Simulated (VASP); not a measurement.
# Au (C2/m) in VASP: single point with PBEsol

Aim: the single point of Au with PBEsol.

Everything below comes from runs of VASP 6.6.1. Logs are shortened: lines on timing, memory, paths and dates and some standing lists are left out, and cuts for length are marked.

### Step 1. The cell of the first run

Symmetry: C2/m, No. 12, monoclinic system. The conventional cell has a = 4.687 Å, b = 4.687 Å, c = 10.066 Å, α = 90.00°, β = 98.93°, γ = 90.00°. Within 2.4 Å of Au (site symmetry m) lie 1 Au at 1.83 Å. Au (site symmetry m) has 14 Au at 2.87 to 3.31 Å within 3.8 Å. Au (site symmetry m) has 14 Au at 2.87 to 3.66 Å within 3.8 Å.

### Step 2. Single point, PBEsol (layers slid over each other)

INCAR

```
  PREC = Accurate
  ENCUT = 520
  EDIFF = 1E-6
  ISMEAR = 0
  SIGMA = 0.15
  LREAL = F
  LASPH = T
  NELM = 60
  ALGO = Fast
  ISIF = 2
  LWAVE = F
  LCHARG = F
  GGA = PS
  NBANDS = 42
```

KPOINTS

```
Automatic mesh
0
Gamma
  14 14 5
```

POSCAR

```
Au
1.0
   -3.3145380000      0.0000000000      0.0000000000
    0.0000000000     -3.3145380000      0.0000000000
   -1.1048460000     -1.1048460000      9.9436140000
Au
6
Direct
    0.4722277778      0.4722277778      0.0833166667
   -0.3055500000     -0.3055500000      0.9166500000
    0.3611166667      0.3611166667      0.4166500000
   -0.0833277778     -0.0833277778      0.2499833333
    0.2500055556      0.2500055556      0.7499833333
   -0.1944388889     -0.1944388889      0.5833166667
```

Potentials or basis: VASP PAW PBE potentials, release 64 (Au).

On the command line:

```bash
$ cat potpaw_PBE.64/Au/POTCAR > POTCAR
$ mpirun -np 1 vasp_std > vasp.out
```

OUTCAR:

```text
PREC = Accurate
   ENCUT = 520
   EDIFF = 1E-6
   ISMEAR = 0
   LREAL = F
   LASPH = T
   NELM = 60
   ISIF = 2
   GGA = PS

 ion  position               nearest neighbor table
   1  0.472  0.472  0.083-   2 1.83   4 2.87   4 2.87   4 2.87   4 2.87   2 3.27   2 3.27   3 3.31

   2  0.694  0.694  0.917-   1 1.83   5 2.87   5 2.87   5 2.87   5 2.87   1 3.27   1 3.27   6 3.31

   3  0.361  0.361  0.417-   4 2.87   6 2.87   4 2.87   4 2.87   6 2.87   6 2.87   6 2.87   4 2.87
                             1 3.31   5 3.31
   4  0.917  0.917  0.250-   1 2.87   1 2.87   1 2.87   1 2.87   3 2.87   3 2.87   3 2.87   3 2.87
                             6 3.31
   5  0.250  0.250  0.750-   6 2.87   6 2.87   6 2.87   6 2.87   2 2.87   2 2.87   2 2.87   2 2.87
                             3 3.31
   6  0.806  0.806  0.583-   5 2.87   5 2.87   5 2.87   5 2.87   3 2.87   3 2.87   3 2.87   3 2.87
                             2 3.31   4 3.31

  LATTYP: Found a base centered monoclinic cell.
 ALAT       =     4.6874645926
 B/A-ratio  =     1.0000000000
 C/A-ratio  =     2.1473497878
 COS(beta)  =    -0.1552301051

  Lattice vectors:

 A1 = (   3.3145380000,   0.0000000000,   0.0000000000)
 A2 = (   0.0000000000,   3.3145380000,   0.0000000000)
 A3 = (  -1.1048460000,  -1.1048460000,   9.9436140000)

Analysis of symmetry for initial positions (statically):
=====================================================================
 Subroutine PRICEL returns:
 Original cell was already a primitive cell.

 Routine SETGRP: Setting up the symmetry group for a
 base centered monoclinic supercell.

 Subroutine GETGRP returns: Found  4 space group operations
 (whereof  2 operations were pure point group operations)
 out of a pool of  4 trial point group operations.

The static configuration has the point symmetry C_1h.
 The point group associated with its full space group is C_2h.

Analysis of symmetry for dynamics (positions and initial velocities):
=====================================================================
 Subroutine PRICEL returns:
 Original cell was already a primitive cell.

 Routine SETGRP: Setting up the symmetry group for a
 base centered monoclinic supercell.

 Subroutine GETGRP returns: Found  4 space group operations
 (whereof  2 operations were pure point group operations)
 out of a pool of  4 trial point group operations.

The dynamic configuration has the point symmetry C_1h.
 The point group associated with its full space group is C_2h.

 Subroutine INISYM returns: Found  4 space group operations
 (whereof  2 operations are pure point group operations),
 and found     1 'primitive' translations

----------------------------------------------------------------------------------------

                                     Primitive cell

  volume of cell :     109.2422

  direct lattice vectors                    reciprocal lattice vectors
    -3.314538000  0.000000000  0.000000000    -0.301701172  0.000000000 -0.033522352
     0.000000000 -3.314538000  0.000000000     0.000000000 -0.301701172 -0.033522352
    -1.104846000 -1.104846000  9.943614000     0.000000000  0.000000000  0.100567057

  length of vectors
     3.314538000  3.314538000 10.065626098     0.303557812  0.303557812  0.100567057

  position of ions in fractional coordinates (direct lattice)
     0.472227778  0.472227778  0.083316667
     0.694450000  0.694450000  0.916650000
     0.361116667  0.361116667  0.416650000
     0.916672222  0.916672222  0.249983333
     0.250005556  0.250005556  0.749983333
     0.805561111  0.805561111  0.583316667

  ion indices of the primitive-cell ions
   primitive index   ion index
                 1           1
                 2           2
                 3           3
                 4           4
                 5           5
                 6           6

----------------------------------------------------------------------------------------

 KPOINTS: Automatic mesh

Automatic generation of k-mesh.
 Grid dimensions read from file:
 generate k-points for:   14   14    5

 Generating k-lattice:

  Cartesian coordinates                     Fractional coordinates (reciprocal lattice)
    -0.021550084  0.000000000 -0.002394454     0.071428571  0.000000000 -0.000000000
     0.000000000 -0.021550084 -0.002394454     0.000000000  0.071428571 -0.000000000
     0.000000000  0.000000000  0.020113411     0.000000000  0.000000000  0.200000000

  Length of vectors
     0.021682701  0.021682701  0.020113411

  Shift w.r.t. Gamma in fractional coordinates (k-lattice)
     0.000000000  0.000000000  0.000000000

 Subroutine IBZKPT returns following result:
 ===========================================

 Found    267 irreducible k-points:

 Following reciprocal coordinates:
            Coordinates               Weight
  0.000000  0.000000  0.000000      1.000000
  0.071429  0.000000 -0.000000      4.000000
  0.142857  0.000000 -0.000000      4.000000
  0.214286  0.000000 -0.000000      4.000000
  0.285714  0.000000  0.000000      4.000000
  0.357143  0.000000  0.000000      4.000000
[... 16 lines left out ...]
  0.214286  0.142857 -0.000000      4.000000
  0.285714  0.142857 -0.000000      4.000000
 [... further k-points ...]
   k-points           NKPTS =    267   k-points in BZ     NKDIM =    267   number of bands    NBANDS=     42
   number of dos      NEDOS =    301   number of ions     NIONS =      6
   total plane-waves  NPLWV =  62720
   dimension x,y,z NGX =    28 NGY =   28 NGZ =   80
   dimension x,y,z NGXF=    56 NGYF=   56 NGZF=  160
   ions per type =               6
   NGX,Y,Z   is equivalent  to a cutoff of  14.04, 14.04, 13.21 a.u.
   NGXF,Y,Z  is equivalent  to a cutoff of  28.09, 28.09, 26.43 a.u.
 SYSTEM =  unknown system
   PREC   = accura    normal or accurate (medium, high low for compatibility)
   ISTART =      0    job   : 0-new  1-cont  2-samecut
   ICHARG =      2    charge: 1-file 2-atom 10-const
   ISPIN  =      1    spin polarized calculation?
   LNONCOLLINEAR =      F non collinear calculations
   LSORBIT =      F    spin-orbit coupling
   LASPH  =      T    aspherical Exc in radial PAW
   ENCUT  =  520.0 eV  38.22 Ry    6.18 a.u.   6.16  6.16 18.72*2*pi/ulx,y,z
   NELM   =     60;   NELMIN=  2; NELMDL= -5     # of ELM steps
   EDIFF  = 0.1E-05   stopping-criterion for ELM
   LREAL  =      F    real-space projection
   EDIFFG = 0.1E-04   stopping-criterion for IOM
   NSW    =      0    number of steps for IOM
   IBRION =     -1    ionic relax: 0-MD 1-quasi-New 2-CG
   NFREE  =      0    steps in history (QN), initial steepest desc. (CG)
   ISIF   =      2    stress and relaxation
   ISYM   =      2    0-nonsym 1-usesym 2-fastsym
   POTIM  = 0.5000    time-step for ionic-motion
   TEBEG  =    0.0;   TEEND  =   0.0 temperature during run
   PSTRESS=    0.0 pullay stress
   NELECT =      66.0000    total number of electrons
   NUPDOWN=      -1.0000    fix difference up-down
   EMIN   =  10.00;   EMAX   =-10.00  energy-range for DOS
   EFERMI =   0.00;   METHOD = LEGACY
   ISMEAR =     0;   SIGMA  =   0.15  broadening in eV -4-tet -1-fermi 0-gaus
   EFERMI_NEDOS =   21; number of points for ismear=-14 and -15
   IALGO  =     68    algorithm
   IMIX   =      4    mixing-type and parameters
     AMIX     =   0.40;   BMIX     =  1.00
     AMIX_MAG =   1.60;   BMIX_MAG =  1.00
  volume/ion in A,a.u.               =      18.21       122.87
  Fermi-wavevector in a.u.,A,eV,Ry     =   1.383968  2.615320 26.060157  1.915367
  Thomas-Fermi vector in A             =   2.508516
   LORBIT       =      0    0 simple, 1 ext, 2 COOP (PROOUT), +10 PAW based schemes
   GGA     = PS    functional components
   LHFCALC =     F    Hartree Fock is set to
   AEXX    =    0.0000 exact exchange contribution
   IVDW    =     0    specifies the selected vdW correction
   LEPSILON=     F    determine dielectric tensor
   LRPA    =     F    only Hartree local field effects (RPA)
 non-spin polarized calculation
 RMM-DIIS sequential band-by-band and
 Gauss-broadening in eV      SIGMA  =   0.15
  energy-cutoff  :      520.00
  volume of cell :      109.24
 maximum number of plane-waves:      2982
 NGX is ok and might be reduce to    28
   NGX = 13   NGY = 13   NGZ = 37

 number of electron      66.0000000 magnetization

 Free energy of the ion-electron system (eV)
  ---------------------------------------------------
  ext. energy  EPLUGINS =         0.00000000
  ---------------------------------------------------
  free energy    TOTEN  =       -13.49019776 eV

  energy without entropy =      -13.46952828  energy(sigma->0) =      -13.47986302

 E-fermi :   8.3226     XC(G=0): -12.4104

 val. band max:        8.3184835262   @ k =  -0.2857   0.5000   0.2000
 cond. band min:       8.3274003756   @ k =  -0.2143  -0.2857   0.2000
 fundamental gap:      0.0089168494
 Fermi energy:         8.3226225852

 k-point     1 :       0.0000    0.0000    0.0000
  band No.  band energies     occupation
      1      -1.3460      2.00000
      2      -0.5864      2.00000
      3      -0.3217      2.00000
      4      -0.2389      2.00000
      5       0.8503      2.00000
      6       0.9397      2.00000
[... 34 lines left out ...]
     41      17.8355      0.00000
     42      19.5024      0.00000

 k-point     2 :       0.0714    0.0000   -0.0000
  band No.  band energies     occupation
      1      -1.3117      2.00000
      2      -0.5355      2.00000
      3      -0.3139      2.00000
      4      -0.2428      2.00000
      5       0.8695      2.00000
      6       1.0459      2.00000
[... 34 lines left out ...]
     41      18.4079      0.00000
     42      18.4891      0.00000

 k-point     3 :       0.1429    0.0000   -0.0000
  band No.  band energies     occupation
      1      -1.2379      2.00000
      2      -0.3564      2.00000
      3      -0.2939      2.00000
      4      -0.2551      2.00000
      5       0.9694      2.00000
      6       1.2782      2.00000
[... 897 lines left out ...]
      4       0.2728      2.00000
      5       1.3845      2.00000
      6       1.8983      2.00000
[... 34 lines left out ...]
     41      16.4640      0.00000
     42      17.3617      0.00000

 k-point    24 :       0.2857    0.1429   -0.0000
  band No.  band energies     occupation
      1      -1.1314      2.00000
      2      -0.2801      2.00000
      3      -0.2461      2.00000
      4       0.7767      2.00000
      5       1.5713      2.00000
      6       2.0464      2.00000
[... 34 lines left out ...]
     41      16.2955      0.00000
     42      17.3620      0.00000

 [... further k-points ...]

------------------------ aborting loop because EDIFF is reached ----------------------------------------

  FORCE on cell =-STRESS in cart. coord.  units (eV):
  Direction    XX          YY          ZZ          XY          YZ          ZX
  --------------------------------------------------------------------------------------
  -------------------------------------------------------------------------------------
  Total        1.1837024      1.1837024     51.9278462      6.7065910     19.0746977     19.0746996
  in kB       17.3605248     17.3605248    761.5889437     98.3608209    279.7550825    279.7551094
  external PRESSURE =     265.4366644 kB  Pullay stress =       0.0000000 kB

 VOLUME and BASIS-vectors are now :
 -----------------------------------------------------------------------------
  energy-cutoff  :      520.00
  volume of cell :      109.24
      direct lattice vectors                 reciprocal lattice vectors
    -3.314538000  0.000000000  0.000000000    -0.301701172  0.000000000 -0.033522352
     0.000000000 -3.314538000  0.000000000     0.000000000 -0.301701172 -0.033522352
    -1.104846000 -1.104846000  9.943614000     0.000000000  0.000000000  0.100567057

 POSITION                                       TOTAL-FORCE (eV/Angst)
 -----------------------------------------------------------------------------------
     -1.65727     -1.65727      0.82847        11.457470     11.457470     34.289389
     -3.31454     -3.31454      9.11481       -11.457470    -11.457470    -34.289389
     -1.65727     -1.65727      4.14301         0.007885      0.007885     -0.017581
     -3.31454     -3.31454      2.48574        -0.024141     -0.024141      0.318287
     -1.65727     -1.65727      7.45754         0.024141      0.024141     -0.318287
     -3.31454     -3.31454      5.80028        -0.007885     -0.007885      0.017581
 -----------------------------------------------------------------------------------
    total drift:                                0.000017      0.000017      0.000005

  FREE ENERGIE OF THE ION-ELECTRON SYSTEM (eV)
  ---------------------------------------------------
  free  energy   TOTEN  =       -13.4901977638 eV

  energy  without entropy=      -13.4695282828  energy(sigma->0) =      -13.47986302
```

Wall time 35 min (1 thread of Oxide Virtual Turin-like, shared host); peak memory 0.83 GiB.

What came out:

```
Free energy            : -13.4902 eV
Pressure               : 26.5 GPa
Largest force          : 37.925 eV/Å
Band gap on the k mesh : zero (bands 33 and 34 overlap by 2.74 eV)
```

Forces in eV/Å, atoms in the order of the input:
```
Au   11.457  11.457  34.289
Au  -11.457 -11.457 -34.289
Au    0.008   0.008  -0.018
Au   -0.024  -0.024   0.318
Au    0.024   0.024  -0.318
Au   -0.008  -0.008   0.018
```

Stress tensor (GPa, compression positive):
```
 1.74  9.84 27.98
 9.84  1.74 27.98
27.98 27.98 76.16
```

Caveat: the cell differs from its parent crystal (layers slid over each other); atoms lie so close that the PAW spheres overlap strongly, which falsifies energies and pressures; the cell stands under pressure; the PAW data sets were made with another functional, which shifts forces and pressure a little; spin-orbit coupling is left out, which moves the levels of the heavy elements.
